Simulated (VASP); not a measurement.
Write the native input for VASP 6.6.1 that does the following.

```
Task                   : single point
Functional             : PBEsol
Potentials or basis    : VASP PAW PBE potentials, release 64 (W_sv, Se)
Cutoff                 : 520 eV
k mesh                 : 9 × 9 × 2
Occupations            : gaussian, width 0.05 eV
Spin                   : no spin polarisation
Dipole correction      : no
Further INCAR settings : ALGO = Normal; EDIFF = 1e-07; NBANDS = 20
```

The structure of WSe2 lies in POSCAR:

```
WSe2
1.0
    3.2702124385      0.0000000000      0.0000000000
   -1.6351062193      2.8320870475      0.0000000000
    0.0000000000      0.0000000000     16.6611438686
W Se
1 2
Direct
   -0.0357613405      0.0977017992      0.0000000000
    0.3333333333      0.6666666667      0.1003991028
    0.3333333333      0.6666666667      0.8996008972
```

This cell differs from its parent crystal: atom 1 (W) moved by -0.277 Å along [1 0 0] and +0.277 Å along [1 2 0].

The input as run:

INCAR

```
ALGO = Normal
EDIFF = 1E-7
ENCUT = 520
GGA = PS
ISIF = 2
ISMEAR = 0
LASPH = T
LCHARG = T
LELF = T
LREAL = F
LVHAR = T
LWAVE = F
NBANDS = 20
NELM = 60
PREC = Accurate
SIGMA = 0.05
```

KPOINTS

```
k-points
0
Gamma
  9 9 2
```

Potentials or basis: VASP PAW PBE potentials, release 64 (W_sv, Se).

Command:

```bash
$ cat potpaw_PBE.64/W_sv/POTCAR potpaw_PBE.64/Se/POTCAR > POTCAR
$ mpirun -np 1 vasp_std > vasp.out
```

It gave:

* Largest force: 5.996 eV/Å
* Band gap on the k mesh: 0.67 eV, indirect (the least direct gap lies 1.4 meV higher)

Caveat: the cell differs from its parent crystal (atom 1 (W) moved by -0.277 Å along [1 0 0] and +0.277 Å along [1 2 0]); the PAW data sets were made with another functional, which shifts forces and pressure a little; spin-orbit coupling is left out, which moves the levels of the heavy elements.

It took 2 min on 1 thread of Intel(R) Xeon(R) 6975P-C (Granite Rapids), on a shared host, peak memory 0.42 GiB.
